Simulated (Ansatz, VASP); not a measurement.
# GaN in VASP and in Ansatz

```
Ga N
1.0
     0.00000    2.27441    2.27441
     2.27441    0.00000    2.27441
     2.27441    2.27441    0.00000
Ga N
1 1
Direct
  0.00000 0.00000 0.00000
  0.25000 0.25000 0.25000
```

Alike in both runs: task single point; functional PBE; k mesh 10 × 10 × 10; no spin polarisation.

```csv
,VASP,Ansatz
version,VASP 6.6.1,Ansatz 0.2.0
potentials or method,"VASP PAW PBE potentials, release 64 (Ga_d, N), cutoff 600 eV","scalar-relativistic, plane waves, PAW"
occupations,"gaussian, width 0.01 eV",fixed
valence electrons in the cell,18,18
```

Ansatz gave:

| Quantity | Value |
| --- | --- |
| gap on the k mesh at the Fermi level (eV) | 1.54 |
| least direct gap on the mesh (eV) | 1.54 |

Problem. Estimate VASP's values.

Solution. gap on the k mesh at the Fermi level (eV): 1.55; least direct gap on the mesh (eV): 1.55.
